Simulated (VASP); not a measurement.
# Cu3S (Pm-3m) in VASP: further runs

The runs below take Cu3S through single point, relaxation of cell and atoms, with PBE.

Everything below comes from runs of VASP 6.6.1. Logs are shortened: lines on timing, memory, paths and dates and some standing lists are left out, and cuts for length are marked.

**1. The cell of the first run**

It takes space group Pm-3m (No. 221, cubic). The conventional cell has a = 3.714 Å, b = 3.714 Å, c = 3.714 Å, α = 90.00°, β = 90.00°, γ = 90.00°. Cu (site symmetry 4/mmm) has 8 Cu at 2.63 Å and 4 S at 2.63 Å within 3.5 Å. S (site symmetry m-3m) has 12 Cu at 2.63 Å within 3.5 Å.

**2. Single point, PBE**

Contents of INCAR:

```
SYSTEM = Cu3S
PREC     = Accurate       ! precision mode
ENCUT    = 520            ! plane-wave cutoff, eV
EDIFF    = 1E-6           ! SCF threshold, eV
ISMEAR   = 0              ! smearing method
SIGMA    = 0.1            ! smearing width, eV
LREAL    = .FALSE.        ! projectors in reciprocal space
LASPH    = .TRUE.         ! aspherical terms in the spheres
NELM     = 100            ! most SCF steps
ALGO     = Normal         ! electronic algorithm
ISIF     = 2              ! what is computed and relaxed
LWAVE    = .FALSE.        ! write WAVECAR
LCHARG   = .FALSE.        ! write CHGCAR
GGA      = PE             ! functional
NBANDS   = 28             ! bands
```

Contents of KPOINTS:

```
Automatic mesh
0
G
  4 4 4
  0 0 0
```

Contents of POSCAR:

```
Cu3S
1.0
    3.7136113576      0.0000000000      0.0000000000
    0.0000000000      3.7136113576      0.0000000000
    0.0000000000      0.0000000000      3.7136113576
Cu S
3 1
Direct
    0.0000000000      0.5000000000      0.5000000000
    0.5000000000      0.0000000000      0.5000000000
    0.5000000000      0.5000000000      0.0000000000
    0.0000000000      0.0000000000      0.0000000000
```

Potentials or basis: VASP PAW PBE potentials, release 64 (Cu, S).

Started as:

```console
> cat potpaw_PBE.64/Cu/POTCAR potpaw_PBE.64/S/POTCAR > POTCAR
> mpirun -np 1 vasp_std > vasp.out
```

OUTCAR:

```text
SYSTEM = Cu3S
   PREC = Accurate
   ENCUT = 520
   EDIFF = 1E-6
   ISMEAR = 0
   LREAL = .FALSE.
   LASPH = .TRUE.
   NELM = 100
   ISIF = 2
   GGA = PE

 ion  position               nearest neighbor table
   1  0.000  0.500  0.500-   2 2.63   3 2.63   4 2.63   3 2.63   4 2.63   2 2.63   4 2.63   4 2.63
                             2 2.63   3 2.63   3 2.63   2 2.63
   2  0.500  0.000  0.500-   1 2.63   3 2.63   4 2.63   3 2.63   4 2.63   1 2.63   3 2.63   3 2.63
                             1 2.63   4 2.63   4 2.63   1 2.63
   3  0.500  0.500  0.000-   1 2.63   2 2.63   4 2.63   1 2.63   2 2.63   2 2.63   4 2.63   2 2.63
                             1 2.63   4 2.63   1 2.63   4 2.63
   4  0.000  0.000  0.000-   1 2.63   2 2.63   3 2.63   1 2.63   2 2.63   1 2.63   3 2.63   1 2.63
                             2 2.63   3 2.63   2 2.63   3 2.63

  LATTYP: Found a simple cubic cell.
 ALAT       =     3.7136113576

  Lattice vectors:

 A1 = (   3.7136113576,   0.0000000000,   0.0000000000)
 A2 = (   0.0000000000,   3.7136113576,   0.0000000000)
 A3 = (   0.0000000000,   0.0000000000,   3.7136113576)

Analysis of symmetry for initial positions (statically):
=====================================================================
 Subroutine PRICEL returns:
 Original cell was already a primitive cell.

 Routine SETGRP: Setting up the symmetry group for a
 simple cubic supercell.

 Subroutine GETGRP returns: Found 48 space group operations
 (whereof 48 operations were pure point group operations)
 out of a pool of 48 trial point group operations.

The static configuration has the point symmetry O_h .

Analysis of symmetry for dynamics (positions and initial velocities):
=====================================================================
 Subroutine PRICEL returns:
 Original cell was already a primitive cell.

 Routine SETGRP: Setting up the symmetry group for a
 simple cubic supercell.

 Subroutine GETGRP returns: Found 48 space group operations
 (whereof 48 operations were pure point group operations)
 out of a pool of 48 trial point group operations.

The dynamic configuration has the point symmetry O_h .

 Subroutine INISYM returns: Found 48 space group operations
 (whereof 48 operations are pure point group operations),
 and found     1 'primitive' translations

----------------------------------------------------------------------------------------

                                     Primitive cell

  volume of cell :      51.2141

  direct lattice vectors                    reciprocal lattice vectors
     3.713611358  0.000000000  0.000000000     0.269279659  0.000000000  0.000000000
     0.000000000  3.713611358  0.000000000     0.000000000  0.269279659  0.000000000
     0.000000000  0.000000000  3.713611358     0.000000000  0.000000000  0.269279659

  length of vectors
     3.713611358  3.713611358  3.713611358     0.269279659  0.269279659  0.269279659

  position of ions in fractional coordinates (direct lattice)
     0.000000000  0.500000000  0.500000000
     0.500000000  0.000000000  0.500000000
     0.500000000  0.500000000  0.000000000
     0.000000000  0.000000000  0.000000000

  ion indices of the primitive-cell ions
   primitive index   ion index
                 1           1
                 2           2
                 3           3
                 4           4

----------------------------------------------------------------------------------------

 KPOINTS: Automatic mesh

Automatic generation of k-mesh.
 Grid dimensions read from file:
 generate k-points for:    4    4    4

 Generating k-lattice:

  Cartesian coordinates                     Fractional coordinates (reciprocal lattice)
     0.067319915  0.000000000  0.000000000     0.250000000  0.000000000  0.000000000
     0.000000000  0.067319915  0.000000000     0.000000000  0.250000000  0.000000000
     0.000000000  0.000000000  0.067319915     0.000000000  0.000000000  0.250000000

  Length of vectors
     0.067319915  0.067319915  0.067319915

  Shift w.r.t. Gamma in fractional coordinates (k-lattice)
     0.000000000  0.000000000  0.000000000

 Subroutine IBZKPT returns following result:
 ===========================================

 Found     10 irreducible k-points:

 Following reciprocal coordinates:
            Coordinates               Weight
  0.000000  0.000000  0.000000      1.000000
  0.250000  0.000000  0.000000      6.000000
  0.500000  0.000000  0.000000      3.000000
  0.250000  0.250000  0.000000     12.000000
  0.500000  0.250000  0.000000     12.000000
  0.500000  0.500000  0.000000      3.000000
  0.250000  0.250000  0.250000      8.000000
  0.500000  0.250000  0.250000     12.000000
  0.500000  0.500000  0.250000      6.000000
  0.500000  0.500000  0.500000      1.000000
   k-points           NKPTS =     10   k-points in BZ     NKDIM =     10   number of bands    NBANDS=     28
   number of dos      NEDOS =    301   number of ions     NIONS =      4
   total plane-waves  NPLWV =  21952
   dimension x,y,z NGX =    28 NGY =   28 NGZ =   28
   dimension x,y,z NGXF=    56 NGYF=   56 NGZF=   56
   ions per type =               3   1
   NGX,Y,Z   is equivalent  to a cutoff of  12.53, 12.53, 12.53 a.u.
   NGXF,Y,Z  is equivalent  to a cutoff of  25.07, 25.07, 25.07 a.u.
 SYSTEM =  Cu3S
   PREC   = accura    normal or accurate (medium, high low for compatibility)
   ISTART =      0    job   : 0-new  1-cont  2-samecut
   ICHARG =      2    charge: 1-file 2-atom 10-const
   ISPIN  =      1    spin polarized calculation?
   LNONCOLLINEAR =      F non collinear calculations
   LSORBIT =      F    spin-orbit coupling
   LASPH  =      T    aspherical Exc in radial PAW
   ENCUT  =  520.0 eV  38.22 Ry    6.18 a.u.   6.90  6.90  6.90*2*pi/ulx,y,z
   NELM   =    100;   NELMIN=  2; NELMDL= -5     # of ELM steps
   EDIFF  = 0.1E-05   stopping-criterion for ELM
   LREAL  =      F    real-space projection
   EDIFFG = 0.1E-04   stopping-criterion for IOM
   NSW    =      0    number of steps for IOM
   IBRION =     -1    ionic relax: 0-MD 1-quasi-New 2-CG
   NFREE  =      0    steps in history (QN), initial steepest desc. (CG)
   ISIF   =      2    stress and relaxation
   ISYM   =      2    0-nonsym 1-usesym 2-fastsym
   POTIM  = 0.5000    time-step for ionic-motion
   TEBEG  =    0.0;   TEEND  =   0.0 temperature during run
   PSTRESS=    0.0 pullay stress
   NELECT =      39.0000    total number of electrons
   NUPDOWN=      -1.0000    fix difference up-down
   EMIN   =  10.00;   EMAX   =-10.00  energy-range for DOS
   EFERMI =   0.00;   METHOD = LEGACY
   ISMEAR =     0;   SIGMA  =   0.10  broadening in eV -4-tet -1-fermi 0-gaus
   EFERMI_NEDOS =   21; number of points for ismear=-14 and -15
   IALGO  =     38    algorithm
   IMIX   =      4    mixing-type and parameters
     AMIX     =   0.40;   BMIX     =  1.00
     AMIX_MAG =   1.60;   BMIX_MAG =  1.00
  volume/ion in A,a.u.               =      12.80        86.40
  Fermi-wavevector in a.u.,A,eV,Ry     =   1.494973  2.825089 30.408249  2.234943
  Thomas-Fermi vector in A             =   2.607177
   LORBIT       =      0    0 simple, 1 ext, 2 COOP (PROOUT), +10 PAW based schemes
   GGA     = PE    functional components
   LHFCALC =     F    Hartree Fock is set to
   AEXX    =    0.0000 exact exchange contribution
   IVDW    =     0    specifies the selected vdW correction
   LEPSILON=     F    determine dielectric tensor
   LRPA    =     F    only Hartree local field effects (RPA)
 non-spin polarized calculation
 Gauss-broadening in eV      SIGMA  =   0.10
  energy-cutoff  :      520.00
  volume of cell :       51.21
 maximum number of plane-waves:      1406
 NGX is ok and might be reduce to    28
   NGX = 13   NGY = 13   NGZ = 13

 number of electron      39.0000098 magnetization

 Free energy of the ion-electron system (eV)
  ---------------------------------------------------
  ext. energy  EPLUGINS =         0.00000000
  ---------------------------------------------------
  free energy    TOTEN  =       -14.85642768 eV

  energy without entropy =      -14.84503913  energy(sigma->0) =      -14.85073340

 E-fermi :   7.9031     XC(G=0): -12.2200

 val. band max:        7.7796891216   @ k =   0.5000   0.2500   0.0000
 cond. band min:       7.9421649386   @ k =   0.5000   0.2500   0.0000
 fundamental gap:      0.1624758170
 Fermi energy:         7.9031250905

 k-point     1 :       0.0000    0.0000    0.0000
  band No.  band energies     occupation
      1      -6.8816      2.00000
      2       2.3648      2.00000
      3       3.9435      2.00000
      4       3.9435      2.00000
      5       4.1139      2.00000
      6       4.1139      2.00000
[... 20 lines left out ...]
     27      19.5613      0.00000
     28      19.5630      0.00000

 k-point     2 :       0.2500    0.0000    0.0000
  band No.  band energies     occupation
      1      -6.5567      2.00000
      2       1.0747      2.00000
      3       3.2280      2.00000
      4       3.3948      2.00000
      5       3.3948      2.00000
      6       4.2423      2.00000
[... 20 lines left out ...]
     27      18.1040      0.00000
     28      18.1040      0.00000

 k-point     3 :       0.5000    0.0000    0.0000
  band No.  band energies     occupation
      1      -6.1564      2.00000
      2      -0.2416      2.00000
      3       3.1003      2.00000
      4       3.1003      2.00000
      5       3.6908      2.00000
      6       4.3886      2.00000
[... 20 lines left out ...]
     27      19.2153      0.00000
     28      19.6412      0.00000

 k-point     4 :       0.2500    0.2500    0.0000
  band No.  band energies     occupation
      1      -6.2705      2.00000
      2       1.1149      2.00000
      3       1.9245      2.00000
      4       3.1810      2.00000
      5       3.5965      2.00000
      6       4.3302      2.00000
[... 20 lines left out ...]
     27      16.8851      0.00000
     28      20.3590      0.00000

 k-point     5 :       0.5000    0.2500    0.0000
  band No.  band energies     occupation
      1      -5.9282      2.00000
      2       0.2587      2.00000
      3       1.9483      2.00000
      4       3.0130      2.00000
      5       3.8756      2.00000
      6       4.4695      2.00000
[... 20 lines left out ...]
     27      17.9332      0.00000
     28      19.0356      0.00000

 k-point     6 :       0.5000    0.5000    0.0000
  band No.  band energies     occupation
      1      -5.6652      2.00000
      2       0.9813      2.00000
      3       0.9813      2.00000
      4       2.9318      2.00000
      5       3.8767      2.00000
      6       4.5711      2.00000
[... 20 lines left out ...]
     27      16.8406      0.00000
     28      20.5278      0.00000

 k-point     7 :       0.2500    0.2500    0.2500
  band No.  band energies     occupation
      1      -6.0273      2.00000
      2       1.1554      2.00000
      3       2.2682      2.00000
      4       2.2682      2.00000
      5       3.8093      2.00000
      6       4.3995      2.00000
[... 20 lines left out ...]
     27      19.3144      0.00000
     28      19.3144      0.00000

 k-point     8 :       0.5000    0.2500    0.2500
  band No.  band energies     occupation
      1      -5.7460      2.00000
      2       0.7515      2.00000
      3       1.8979      2.00000
      4       2.7003      2.00000
      5       4.0400      2.00000
      6       4.3078      2.00000
[... 20 lines left out ...]
     27      20.7349      0.00000
     28      20.8957      0.00000

 k-point     9 :       0.5000    0.5000    0.2500
  band No.  band energies     occupation
      1      -5.5432      2.00000
      2       1.4913      2.00000
      3       1.4913      2.00000
      4       2.6967      2.00000
      5       3.6613      2.00000
      6       4.2765      2.00000
[... 20 lines left out ...]
     27      21.1280      0.00000
     28      22.1468      0.00000

 k-point    10 :       0.5000    0.5000    0.5000
  band No.  band energies     occupation
      1      -5.4124      2.00000
      2       2.4050      2.00000
      3       2.4050      2.00000
      4       2.4050      2.00000
      5       3.5162      2.00000
      6       3.5162      2.00000
[... 20 lines left out ...]
     27      21.9293      0.00000
     28      21.9293      0.00000

------------------------ aborting loop because EDIFF is reached ----------------------------------------

  FORCE on cell =-STRESS in cart. coord.  units (eV):
  Direction    XX          YY          ZZ          XY          YZ          ZX
  --------------------------------------------------------------------------------------
  -------------------------------------------------------------------------------------
  Total        0.1616735      0.1616735      0.1616735     -0.0000000      0.0000000     -0.0000000
  in kB        5.0577808      5.0577808      5.0577808     -0.0000000      0.0000000     -0.0000000
  external PRESSURE =       5.0577808 kB  Pullay stress =       0.0000000 kB

 VOLUME and BASIS-vectors are now :
 -----------------------------------------------------------------------------
  energy-cutoff  :      520.00
  volume of cell :       51.21
      direct lattice vectors                 reciprocal lattice vectors
     3.713611358  0.000000000  0.000000000     0.269279659  0.000000000  0.000000000
     0.000000000  3.713611358  0.000000000     0.000000000  0.269279659  0.000000000
     0.000000000  0.000000000  3.713611358     0.000000000  0.000000000  0.269279659

 POSITION                                       TOTAL-FORCE (eV/Angst)
 -----------------------------------------------------------------------------------
      0.00000      1.85681      1.85681         0.000000      0.000000      0.000000
      1.85681      0.00000      1.85681         0.000000      0.000000      0.000000
      1.85681      1.85681      0.00000         0.000000      0.000000      0.000000
      0.00000      0.00000      0.00000         0.000000      0.000000      0.000000
 -----------------------------------------------------------------------------------
    total drift:                                0.000000      0.000000      0.000000

  FREE ENERGIE OF THE ION-ELECTRON SYSTEM (eV)
  ---------------------------------------------------
  free  energy   TOTEN  =       -14.8564276802 eV

  energy  without entropy=      -14.8450391258  energy(sigma->0) =      -14.85073340
```

It took 9.2 s on 1 thread of Intel Xeon 6975P-C (Granite Rapids), shared host; peak memory 0.15 GiB.

Results:

- Free energy: -14.8564 eV
- Pressure: 0.5 GPa
- Band gap on the k mesh: zero (an odd number of electrons rules out a gap without spin polarisation)

Caveat: the k points lie up to 0.42 Å⁻¹ apart, too coarse for converged energies and pressures of a metal.

**3. Relaxation of cell and atoms, PBE**

This run uses another cell than the first one, of 14.51 Å³/atom.

Contents of INCAR:

```
  PREC = Accurate
  ENCUT = 600
  EDIFF = 1E-7
  ISMEAR = 0
  SIGMA = 0.1
  LREAL = False
  LASPH = True
  NELM = 60
  ALGO = Normal
  ISIF = 3
  LWAVE = False
  LCHARG = False
  GGA = PE
  IBRION = 2
  NSW = 90
  EDIFFG = -0.04
```

Contents of KPOINTS:

```
Automatic mesh
0
Gamma
  4 4 4
```

Contents of POSCAR:

```
Cu3S
1.0
    3.8716744446      0.0000000000      0.0000000000
    0.0000000000      3.8716744446      0.0000000000
    0.0000000000      0.0000000000      3.8716744446
Cu S
3 1
Direct
    0.0000000000      0.5000000000      0.5000000000
    0.5000000000      0.0000000000      0.5000000000
    0.5000000000      0.5000000000      0.0000000000
    0.0000000000      0.0000000000      0.0000000000
```

Potentials or basis: VASP PAW PBE potentials, release 64 (Cu, S).

Started as:

```console
> cat potpaw_PBE.64/Cu/POTCAR potpaw_PBE.64/S/POTCAR > POTCAR
> mpirun -np 1 vasp_std > vasp.out
```

It took 33 s on 1 thread of Intel Xeon 6975P-C (Granite Rapids), shared host; peak memory 0.19 GiB.

It converged, with:

```yaml
Free_energy: -14.8594 eV
Relaxed_volume: 12.83 Å³/atom
Relaxed_cell: a = 3.716 Å, b = 3.716 Å, c = 3.716 Å, α = 90.00°, β = 90.00°, γ = 90.00°
Space_group_after_relaxing_to_0.1_Å: Pm-3m (No. 221)
Energy_gained_by_relaxing: 63.2 meV/atom
Ionic_steps: 3
Pressure_after_relaxing: 0.0 GPa
Band_gap_on_the_k_mesh: zero (an odd number of electrons rules out a gap without spin polarisation)
```

Step by step:
```
step  energy change (eV)  largest force (eV/Å)  pressure (GPa)  volume (Å³)
   1              0.0000                0.0000          -10.75        58.04
   2             -0.2441                0.0000            2.63        50.24
   3             -0.2529                0.0000            0.01        51.31
```

Final structure:
```xyz
4
Lattice="3.7160 0.0000 0.0000 0.0000 3.7160 0.0000 0.0000 0.0000 3.7160" Properties=species:S:1:pos:R:3 pbc="T T T"
Cu    0.0000    1.8580    1.8580
Cu    1.8580    0.0000    1.8580
Cu    1.8580    1.8580    0.0000
S     0.0000    0.0000    0.0000
```

Levels at points of the mesh, in eV from the Fermi level:
```tsv
k point	band 17	band 18	band 19	band 20	band 21	band 22	band 23
(0.00, 0.00, 0.00)	-1.58	-1.47	-1.47	-1.47	4.40	4.40	6.24
(0.50, 0.00, 0.00)	-1.47	-0.50	-0.50	-0.31	2.72	3.98	3.98
(0.50, 0.50, 0.00)	-2.07	-1.26	-1.26	0.36	2.73	5.30	5.30
(0.50, 0.50, 0.50)	-1.59	-1.59	-1.59	-1.07	1.93	1.93	1.93
```

Caveat: the k points lie up to 0.42 Å⁻¹ apart in the final cell, too coarse for converged energies and pressures of a metal. With open d or f shells a metallic result of PBE can be an artefact of self-interaction; +U or a hybrid may open a gap.

**4. Single point, PBE**

This run uses another cell than the first one, of 12.72 Å³/atom.

Contents of INCAR:

```
PREC = Accurate ; ENCUT = 520
EDIFF = 1E-6 ; ISMEAR = 0
SIGMA = 0.1 ; LREAL = False
LASPH = True ; NELM = 60
ALGO = Normal ; ISIF = 2
LWAVE = False ; LCHARG = False
GGA = PE ; NBANDS = 28
```

Contents of KPOINTS:

```
regular mesh
0
Gamma
  12 12 12
```

Contents of POSCAR:

```
Cu3S
1.0
    3.7055346662      0.0000000000      0.0000000000
    0.0000000000      3.7055346662      0.0000000000
    0.0000000000      0.0000000000      3.7055346662
Cu S
3 1
Direct
    0.0000000000      0.5000000000      0.5000000000
    0.5000000000      0.0000000000      0.5000000000
    0.5000000000      0.5000000000      0.0000000000
    0.0000000000      0.0000000000      0.0000000000
```

Started as:

```console
> cat potpaw_PBE.64/Cu/POTCAR potpaw_PBE.64/S/POTCAR > POTCAR
> mpirun -np 1 vasp_std > vasp.out
```

It took 56 s on 1 thread of Intel Xeon 6975P-C (Granite Rapids), shared host; peak memory 0.22 GiB.

Results (log left out):

```
Free energy            : -14.9194 eV
Pressure               : 0.3 GPa
Band gap on the k mesh : zero (an odd number of electrons rules out a gap without spin polarisation)
```

Levels at points of the mesh, in eV from the Fermi level:
```tsv
k point	band 17	band 18	band 19	band 20	band 21	band 22	band 23	band 24
(0.00, 0.00, 0.00)	-1.67	-1.56	-1.56	-1.56	4.31	4.31	6.15	6.15
(0.50, 0.00, 0.00)	-1.55	-0.61	-0.61	-0.43	2.62	3.86	3.86	4.70
(0.50, 0.50, 0.00)	-2.17	-1.35	-1.35	0.25	2.60	5.22	5.22	6.08
(0.50, 0.50, 0.50)	-1.67	-1.67	-1.67	-1.20	1.85	1.85	1.85	9.15
```

With open d or f shells a metallic result of PBE can be an artefact of self-interaction; +U or a hybrid may open a gap.

**5. Summary**

| task | cell | k mesh | cutoff (eV) | gap on the mesh (eV) | pressure (GPa) |
| --- | --- | --- | --- | --- | --- |
| single point | a = 3.714 Å, 4 atoms | 4 × 4 × 4 | 520 | none | 0.5 |
| relaxation of cell and atoms | relaxed from a = 3.872 Å, 4 atoms | 4 × 4 × 4 | 600 | none | 0.0 |
| single point | a = 3.706 Å, 4 atoms | 12 × 12 × 12 | 520 | none | 0.3 |

Alike in all rows: level PBE; potentials or basis VASP PAW PBE potentials, release 64 (Cu, S); no spin polarisation; smearing gaussian 0.1 eV.

Caveats: some runs use coarse meshes.

Absolute energies hang on the potentials; compare differences alone.
